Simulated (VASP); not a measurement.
# Ru2F: relaxation of cell and atoms with PBE

The system is Ru2F.

```
CELL_PARAMETERS angstrom
3.94763 0.00000 0.00000
-1.97381 3.41875 0.00000
0.00000 0.00000 2.79126
ATOMIC_POSITIONS crystal
Ru 0.33333 0.66667 0.50000
Ru 0.66667 0.33333 0.50000
F 0.00000 0.00000 0.00000
```

The cell was generated, and may not be a known phase.

```json
{
 "Program": "VASP 6.6.1",
 "Task": "relaxation of cell and atoms",
 "Functional": "PBE",
 "Potentials or basis": "VASP PAW PBE potentials, release 64 (Ru_pv, F)",
 "Cutoff": "600 eV",
 "k mesh": "6 × 6 × 6",
 "Occupations": "gaussian, width 0.1 eV",
 "Spin": "collinear spin, ferromagnetic start",
 "Starting moments": "[1.0, 1.0, 0.0] μB",
 "Dipole correction": "no",
 "Further INCAR settings": "ALGO = Normal; EDIFF = 1e-07; IBRION = 2; EDIFFG = -0.04; NSW = 90; ISIF = 3"
}
```

```yaml
Relaxed_volume: 13.27 Å³/atom
Relaxed_cell: a = 4.265 Å, b = 4.265 Å, c = 2.526 Å, α = 90.00°, β = 90.00°, γ = 120.00°
Space_group_after_relaxing_to_0.1_Å: P6/mmm (No. 191)
Energy_gained_by_relaxing: 162.0 meV/atom
Ionic_steps: 15
Pressure_after_relaxing: 0.0 GPa
Net_moment: 0.00 μB per cell
Valence_electrons_inside_the_program's_atomic_spheres: Ru 12.61; F 6.01
```

Step by step:
| step | energy change (eV) | largest force (eV/Å) | pressure (GPa) | volume (Å³) |
| --- | --- | --- | --- | --- |
| 1 | 0.0000 | 0.0000 | 22.82 | 37.67 |
| 2 | 0.1984 | 0.0000 | -21.75 | 48.15 |
| 3 | -0.3222 | 0.0000 | -3.24 | 41.83 |
| 4 | -0.3228 | 0.0000 | -2.54 | 41.67 |
| 5 | -0.3971 | 0.0000 | -1.85 | 40.99 |
| 6 | -0.4572 | 0.0000 | 5.46 | 38.75 |
| 7 | -0.4723 | 0.0000 | 0.67 | 39.85 |
| 8 | -0.4771 | 0.0000 | 1.55 | 39.59 |
| 9 | -0.4798 | 0.0000 | 3.17 | 39.19 |
| 10 | -0.4803 | 0.0000 | 2.52 | 39.35 |
| 11 | -0.4804 | 0.0000 | 2.77 | 39.28 |
| 12 | -0.4608 | 0.0000 | -3.56 | 40.55 |
| 13 | -0.4854 | 0.0000 | 0.65 | 39.67 |
| 14 | -0.4856 | 0.0000 | -0.44 | 39.91 |
| 15 | -0.4859 | 0.0000 | 0.02 | 39.81 |

Final structure:
```xyz
3
Lattice="4.2654 0.0000 0.0000 -2.1327 3.6940 0.0000 0.0000 0.0000 2.5264" Properties=species:S:1:pos:R:3 pbc="T T T"
Ru    0.0000    2.4627    1.2632
Ru    2.1327    1.2313    1.2632
F     0.0000    0.0000    0.0000
```

Levels at points of the mesh, in eV from the Fermi level:
Spin up:
```csv
k point,band 15,band 16,band 17,band 18,band 19,band 20
"(0.00, 0.00, 0.00)",-2.47,-0.39,-0.39,-0.26,-0.26,1.38
"(0.50, 0.00, 0.00)",-1.20,-0.59,0.14,0.47,0.67,0.94
"(0.00, 0.00, 0.50)",-1.43,-1.27,-1.27,-0.54,-0.54,2.11
"(0.50, 0.00, 0.50)",-2.19,-1.65,-0.97,1.06,2.10,2.26
```
Spin down:
```tsv
k point	band 15	band 16	band 17	band 18	band 19	band 20
(0.00, 0.00, 0.00)	-2.47	-0.39	-0.39	-0.26	-0.26	1.38
(0.50, 0.00, 0.00)	-1.20	-0.59	0.14	0.47	0.67	0.94
(0.00, 0.00, 0.50)	-1.43	-1.27	-1.27	-0.54	-0.54	2.11
(0.50, 0.00, 0.50)	-2.19	-1.65	-0.97	1.06	2.10	2.26
```

Wall time 9.7 min on 1 thread of Intel Xeon 8259CL, on a shared host, peak memory 0.19 GiB.

Caveat: the k points lie up to 0.41 Å⁻¹ apart in the final cell.
